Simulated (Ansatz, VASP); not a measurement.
## RuS2 in VASP and in Ansatz

File INCAR:

```
SYSTEM = RuS2
ALGO = Normal
EDIFF = 1E-7
ENCUT = 520
GGA = PE
ISIF = 2
ISMEAR = -1
LASPH = .True.
LCHARG = .False.
LREAL = .False.
LWAVE = .False.
NBANDS = 64
NELM = 80
PREC = Accurate
SIGMA = 0.05
```

KPOINTS

```
k-points
0
Gamma
  5 5 5
  0 0 0
```

POSCAR

```
RuS2
1.0
    5.6844321511      0.0000000000      0.0000000000
    0.0000000000      5.6844321511      0.0000000000
    0.0000000000      0.0000000000      5.6844321511
Ru S
4 8
Direct
    0.0000000000      0.5000000000      0.5000000000
    0.5000000000      0.5000000000      0.0000000000
    0.5000000000      0.0000000000      0.5000000000
    0.0000000000      0.0000000000      0.0000000000
    0.3883100000      0.1116900000      0.8883100000
    0.1116900000      0.8883100000      0.3883100000
    0.8883100000      0.3883100000      0.1116900000
    0.6116900000      0.6116900000      0.6116900000
    0.6116900000      0.8883100000      0.1116900000
    0.8883100000      0.1116900000      0.6116900000
    0.1116900000      0.6116900000      0.8883100000
    0.3883100000      0.3883100000      0.3883100000
```

Contents of input.yaml:

```yaml
crystal:
  lattice:
    - [5.6844321511, 0.0, 0.0]
    - [0.0, 5.6844321511, 0.0]
    - [0.0, 0.0, 5.6844321511]
  atoms:
    - { symbol: Ru, position: [0.0, 0.5, 0.5] }
    - { symbol: Ru, position: [0.5, 0.5, 0.0] }
    - { symbol: Ru, position: [0.5, 0.0, 0.5] }
    - { symbol: Ru, position: [0.0, 0.0, 0.0] }
    - { symbol: S, position: [0.38831, 0.11169, 0.88831] }
    - { symbol: S, position: [0.11169, 0.88831, 0.38831] }
    - { symbol: S, position: [0.88831, 0.38831, 0.11169] }
    - { symbol: S, position: [0.61169, 0.61169, 0.61169] }
    - { symbol: S, position: [0.61169, 0.88831, 0.11169] }
    - { symbol: S, position: [0.88831, 0.11169, 0.61169] }
    - { symbol: S, position: [0.11169, 0.61169, 0.88831] }
    - { symbol: S, position: [0.38831, 0.38831, 0.38831] }
kpoints:
  mp_grid: { grid: [5, 5, 5] }
scf:
  occupations: { method: fermi_dirac, width: 0.05 }
hamiltonian:
  xc: pbe
  pseudopotentials: { kind: all_electron, lapw: { basis_error: 0.001 } }
output:
  forces: true
  stress: true
  eigenvalues: true
```

Change from the starting cell: volume scaled by 1.04.

Alike in both runs: task single point; functional PBE; k mesh 5 × 5 × 5; occupations fermi-dirac, width 0.05 eV; no spin polarisation.

```csv
,VASP,Ansatz
version,VASP 6.6.1,Ansatz 0.2.0
potentials or method,"VASP PAW PBE potentials, release 64 (Ru_pv, S), cutoff 520 eV","all-electron LAPW, scalar-relativistic"
```

Ansatz gave:

```
gap on the k mesh at the Fermi level (eV) : 0.76
least direct gap on the mesh (eV)         : 0.95
pressure (GPa)                            : -3.1
rms of the force components (eV/Å)        : 0.112
```

Task: Estimate VASP's values.

Result: gap on the k mesh at the Fermi level (eV): 0.75; least direct gap on the mesh (eV): 0.95; pressure (GPa): -3.3; rms of the force components (eV/Å): 0.092.

Atom by atom the forces differ by 0.021 eV/Å (rms over components). Ansatz ran all-electron here, and VASP with PAW potentials.
